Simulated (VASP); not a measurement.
Wanted: the native input for a VASP 6.6.1 run.

```
Task                   : relaxation of cell and atoms
Functional             : r2SCAN
Potentials or basis    : VASP PAW PBE potentials, release 64 (Be, Te)
Cutoff                 : 600 eV
k mesh                 : 8 × 8 × 8
Occupations            : gaussian, width 0.01 eV
Spin                   : no spin polarisation
Target pressure        : 7 GPa
Dipole correction      : no
Further INCAR settings : ALGO = Normal; EDIFF = 1e-06; IBRION = 2; EDIFFG = -0.002; NSW = 100; ISIF = 3
```

Crystal: BeTe.

```xyz
2
Lattice="0.0000 2.8284 2.8284 2.8284 0.0000 2.8284 2.8284 2.8284 0.0000" Properties=species:S:1:pos:R:3 pbc="T T T"
Be    0.0000    0.0000    0.0000
Te    4.2426    4.2426    4.2426
```

One way to write it, as run:

POSCAR

```
BeTe
1.0
    0.0000000000      2.8284051077      2.8284051077
    2.8284051077      0.0000000000      2.8284051077
    2.8284051077      2.8284051077      0.0000000000
Be Te
1 1
Direct
    0.0000000000      0.0000000000      0.0000000000
    0.7500000000      0.7500000000      0.7500000000
```

INCAR.step1

```
SYSTEM = BeTe
PREC = Accurate ; ENCUT = 600
ISMEAR = 0 ; SIGMA = 0.01
LREAL = .False. ; LASPH = .True.
NELM = 80 ; GGA = PE
ALGO = Normal ; EDIFF = 1E-4
LWAVE = .True. ; LCHARG = .False.
```

INCAR.step2

```
SYSTEM = BeTe
PREC = Accurate ; ENCUT = 600
EDIFF = 1E-6 ; ISMEAR = 0
SIGMA = 0.01 ; LREAL = .False.
LASPH = .True. ; NELM = 80
ALGO = Normal ; ISIF = 3
LWAVE = .False. ; LCHARG = .False.
METAGGA = R2SCAN ; LMIXTAU = .True.
IBRION = 2 ; NSW = 100
EDIFFG = -0.002 ; PSTRESS = 70.0
ISTART = 1
```

KPOINTS

```
regular mesh
0
Gamma
  8 8 8
  0 0 0
```

Potentials or basis: VASP PAW PBE potentials, release 64 (Be, Te).

The run is started by

```bash
$ cat potpaw_PBE.64/Be/POTCAR potpaw_PBE.64/Te/POTCAR > POTCAR
$ cp INCAR.step1 INCAR
$ mpirun -np 1 vasp_std > vasp.out
$ cp INCAR.step2 INCAR
$ mpirun -np 1 vasp_std > vasp.out
```

Results of the run:

The relaxed volume is 20.60 Å³/atom. The relaxed cell is a = 3.877 Å, b = 3.877 Å, c = 3.877 Å, α = 60.00°, β = 60.00°, γ = 60.00° and the space group after relaxing (to 0.05 Å) is F-43m (No. 216). The energy change on relaxing (the enthalpy is what falls) is +42.3 meV/atom, the ionic steps are 3 and the pressure after relaxing is 7.0 GPa. The band gap on the k mesh is 2.12 eV, indirect (least direct gap 3.92 eV).

Caveat: the cell is relaxed towards a set pressure, so the enthalpy falls and the energy may rise; the PAW data sets were made with another functional, which shifts forces and pressure a little; spin-orbit coupling is left out, which moves the levels of the heavy elements.

It took 110 s on 1 thread of Intel(R) Xeon(R) Platinum 8375C CPU @ 2.90GHz (Ice Lake), with other jobs on the host, peak memory 0.21 GiB.
